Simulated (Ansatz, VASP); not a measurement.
**AlGa3N4 in VASP and in Ansatz**

File INCAR:

```
PREC = Accurate
ENCUT = 520
EDIFF = 1E-6
ISMEAR = 0
SIGMA = 0.05
LREAL = False
LASPH = True
NELM = 100
ALGO = Normal
ISIF = 2
LWAVE = False
LCHARG = False
GGA = PS
NBANDS = 41
```

Contents of KPOINTS:

```
regular mesh
0
Gamma
  6 6 6
```

Contents of POSCAR:

```
AlGa3N4
1.0
    4.4676279409      0.0000000000      0.0000000000
    0.0000000000      4.4676279409      0.0000000000
    0.0000000000      0.0000000000      4.5793186394
Al Ga N
1 3 4
Direct
    0.0000000000      0.0000000000      0.0000000000
    0.5000000000      0.5000000000      0.0000000000
    0.5000000000      0.0000000000      0.5000000000
    0.0000000000      0.5000000000      0.5000000000
    0.7550309200      0.7550309200      0.2449690800
    0.7550309200      0.2449690800      0.7550309200
    0.2449690800      0.7550309200      0.7550309200
    0.2449690800      0.2449690800      0.2449690800
```

Input for Ansatz:

```yaml
crystal:
  lattice:
    - [4.4676279409, 0.0, 0.0]
    - [0.0, 4.4676279409, 0.0]
    - [0.0, 0.0, 4.5793186394]
  atoms:
    - { symbol: Al, position: [0.0, 0.0, 0.0] }
    - { symbol: Ga, position: [0.5, 0.5, 0.0] }
    - { symbol: Ga, position: [0.5, 0.0, 0.5] }
    - { symbol: Ga, position: [0.0, 0.5, 0.5] }
    - { symbol: "N", position: [0.75503092, 0.75503092, 0.24496908] }
    - { symbol: "N", position: [0.75503092, 0.24496908, 0.75503092] }
    - { symbol: "N", position: [0.24496908, 0.75503092, 0.75503092] }
    - { symbol: "N", position: [0.24496908, 0.24496908, 0.24496908] }
basis:
  ecutwfc: 420
kpoints:
  mp_grid: { grid: [6, 6, 6] }
hamiltonian:
  xc: pbesol
scf:
  occupations: { method: gaussian, width: 0.05 }
output:
  forces: true
  stress: true
  eigenvalues: true
```

Change from the starting cell: strain +0.000 along x and y, +0.025 along z, atoms carried along.

Alike in both runs: task single point; functional PBEsol; k mesh 6 × 6 × 6; occupations gaussian, width 0.05 eV; no spin polarisation.

|  | VASP | Ansatz |
| --- | --- | --- |
| version | VASP 6.6.1 | Ansatz 0.2.0 |
| potentials or method | VASP PAW PBE potentials, release 64 (Al, Ga_d, N), cutoff 520 eV | scalar-relativistic, plane waves, PAW |
| valence electrons in the cell | 62 | 62 |

```tsv
	VASP	Ansatz	Ansatz less VASP
gap on the k mesh at the Fermi level (eV)	2.10	2.08	-0.017
least direct gap on the mesh (eV)	2.10	2.08	-0.017
pressure (GPa)	-4.7	-4.5	+0.14
traceless stress, the component that is largest in VASP (GPa)	-2.23	-2.22	+0.015
rms of the force components (eV/Å)	0.010	0.010	-0.0005
```

VASP's potentials were made for PBE, not for PBEsol. Atom by atom the forces differ by 0.002 eV/Å (rms over components).
